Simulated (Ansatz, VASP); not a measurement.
## Two plane-wave programs on MoSe

```xyz
2
Lattice="3.5002 0.0000 0.0000 0.0000 3.5002 0.0000 0.0000 0.0000 3.5002" Properties=species:S:1:pos:R:3 pbc="T T T"
Mo    0.0000    0.0000    0.0000
Se    1.7501    1.7501    1.7501
```

Change from the starting cell: as made, not relaxed: species swapped into the GdTl type (Pm-3m, No. 221).

Alike in both runs: task single point; functional PBE; k mesh 8 × 8 × 8; occupations fermi-dirac, width 0.05 eV; no spin polarisation.

|  | VASP | Ansatz |
| --- | --- | --- |
| version | VASP 6.6.1 | Ansatz 0.2.0 |
| potentials or method | VASP PAW PBE potentials, release 64 (Mo_sv, Se) | Ansatz PAW soft_1 |
| plane-wave cutoff (eV) | 500 | 420 |
| valence electrons in the cell | 20 | 30 |

```csv
,VASP,Ansatz,Ansatz less VASP
gap on the k mesh at the Fermi level (eV),none,none,-
pressure (GPa),-26.0,-26.1,-0.08
```

A gap of «none» marks a metal or a gap that the smearing closes. With one functional, cell and mesh, what is left measures potentials, basis and numerics. VASP's potentials hold 20 valence electrons a cell and Ansatz's 30, so a difference there can come from the potentials and not from the codes.
